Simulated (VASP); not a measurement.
A run of VASP 6.6.1 is set up as follows.

The input INCAR:

```
SYSTEM = Sn12SO23
PREC     = Accurate       ! precision mode
ENCUT    = 520            ! plane-wave cutoff, eV
EDIFF    = 1E-8           ! SCF threshold, eV
ISMEAR   = -1             ! smearing method
SIGMA    = 0.01           ! smearing width, eV
LREAL    = Auto         
LASPH    = .True.         ! aspherical terms in the spheres
NELM     = 100            ! most SCF steps
ALGO     = Normal         ! electronic algorithm
ISIF     = 2              ! what is computed and relaxed
LWAVE    = .False.        ! write WAVECAR
LCHARG   = .False.        ! write CHGCAR
GGA      = PE             ! functional
LEFG     = .True.       
NBANDS   = 180            ! bands
LUSENCCL = .False.
```

The input KPOINTS:

```
regular mesh
0
Gamma
  3 3 2
  0 0 0
```

POSCAR

```
Sn12SO23
1.0
    4.7880040000      4.8665820000      0.0000000000
   -4.7880040000      4.8665820000      0.0000000000
    0.0000000000      0.0000000000      9.7226940000
Sn S O
12 1 23
Direct
    0.5000000000      0.0000000000      0.1666666667
    0.5000000000      0.0000000000      0.5000000000
    0.5000000000      0.0000000000      0.8333333333
    0.0000000000      0.5000000000      0.1666666667
    0.0000000000      0.5000000000      0.5000000000
    0.0000000000      0.5000000000      0.8333333333
    0.0000000000      0.0000000000      0.0000000000
    0.0000000000      0.0000000000      0.3333333333
    0.0000000000      0.0000000000      0.6666666667
    0.5000000000      0.5000000000      0.0000000000
    0.5000000000      0.5000000000      0.3333333333
    0.5000000000      0.5000000000      0.6666666667
    0.3064485000      0.0145935000      0.0000000000
    0.3064485000      0.0145935000      0.3333333333
    0.3064485000      0.0145935000      0.6666666667
    0.8064485000      0.5145935000      0.0000000000
    0.8064485000      0.5145935000      0.3333333333
    0.8064485000      0.5145935000      0.6666666667
    0.4854065000      0.6935515000      0.1666666667
    0.4854065000      0.6935515000      0.5000000000
    0.4854065000      0.6935515000      0.8333333333
    0.9854065000      0.1935515000      0.1666666667
    0.9854065000      0.1935515000      0.5000000000
    0.9854065000      0.1935515000      0.8333333333
    0.5145935000      0.3064485000      0.1666666667
    0.5145935000      0.3064485000      0.5000000000
    0.5145935000      0.3064485000      0.8333333333
    0.0145935000      0.8064485000      0.1666666667
    0.0145935000      0.8064485000      0.5000000000
    0.0145935000      0.8064485000      0.8333333333
    0.6935515000      0.9854065000      0.0000000000
    0.6935515000      0.9854065000      0.3333333333
    0.6935515000      0.9854065000      0.6666666667
    0.1935515000      0.4854065000      0.0000000000
    0.1935515000      0.4854065000      0.3333333333
    0.1935515000      0.4854065000      0.6666666667
```

Potentials or basis: VASP PAW PBE potentials, release 64 (Sn_d, S, O).

The run is started by

```console
$ cat potpaw_PBE.64/Sn_d/POTCAR potpaw_PBE.64/S/POTCAR potpaw_PBE.64/O/POTCAR > POTCAR
$ mpirun -np 1 vasp_std > vasp.out
```

Task: Estimate the band gap on the k mesh.

Result: 0.93 eV.

Task: What does it give for the largest force?

Result: 7.933 eV/Å.

Task: Predict the pressure.

Result: 7.4 GPa.

Forces on the atoms (eV/Å):
```
Sn   3.632  3.130  6.056
Sn  -0.081 -0.072  0.000
Sn   3.632  3.130 -6.056
Sn  -0.100 -0.061  0.139
Sn  -0.026 -0.024  0.000
Sn  -0.100 -0.061 -0.139
Sn  -5.262 -5.936  0.000
Sn  -0.001 -0.009  0.112
Sn  -0.001 -0.009 -0.112
Sn   0.095  0.167  0.000
Sn   0.033  0.036 -0.040
Sn   0.033  0.036  0.040
S   -2.502 -0.936  0.000
O    0.024 -0.069  0.195
O    0.024 -0.069 -0.195
O    0.075 -0.018  0.000
O    0.058 -0.031  0.019
O    0.058 -0.031 -0.019
O    0.331 -0.108  0.175
O    0.034  0.060  0.000
O    0.331 -0.108 -0.175
O   -0.148  0.099  0.236
O    0.050  0.029  0.000
O   -0.148  0.099 -0.236
O   -0.165  0.247  0.168
O   -0.036 -0.058  0.000
O   -0.165  0.247 -0.168
O    0.017 -0.265  0.255
O   -0.062 -0.045  0.000
O    0.017 -0.265 -0.255
O    0.657  0.730  0.000
O   -0.094  0.002 -0.089
O   -0.094  0.002  0.089
O   -0.037  0.060  0.000
O   -0.039  0.050 -0.018
O   -0.039  0.050  0.018
```

Caveat: without QUAD_EFG the Cq values of the log hold for a quadrupole moment of 1 mb, not for the nuclei; spin-orbit coupling is left out, which moves the levels of the heavy elements.
